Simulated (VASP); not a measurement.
A run of VASP 6.6.1:

INCAR

```
  ALGO = Normal
  EDIFF = 1E-7
  ENCUT = 520
  GGA = PE
  ISIF = 2
  ISMEAR = 0
  LASPH = T
  LCHARG = T
  LELF = T
  LREAL = F
  LVHAR = T
  LWAVE = F
  NBANDS = 16
  NELM = 80
  PREC = Accurate
  SIGMA = 0.05
```

File KPOINTS:

```
k-points
0
Gamma
  10 10 10
```

POSCAR

```
CdS
1.0
    0.0000000000      2.9633540252      2.9633540252
    2.9633540252      0.0000000000      2.9633540252
    2.9633540252      2.9633540252      0.0000000000
Cd S
1 1
Direct
    0.0000000000      0.0000000000      0.0000000000
    0.7500000000      0.7500000000      0.7500000000
```

Potentials or basis: VASP PAW PBE potentials, release 64 (Cd, S).

Launch:

```bash
$ cat potpaw_PBE.64/Cd/POTCAR potpaw_PBE.64/S/POTCAR > POTCAR
$ mpirun -np 1 vasp_std > vasp.out
```

Hardware: 1 thread of Intel(R) Xeon(R) Platinum 8559C (Emerald Rapids), with other jobs on the host.

How long does it take, and how much memory?

Wall time 15 s on 1 thread of Intel(R) Xeon(R) Platinum 8559C (Emerald Rapids), with other jobs on the host, peak memory 0.19 GiB. Counts: scf iterations 14, k points 47.
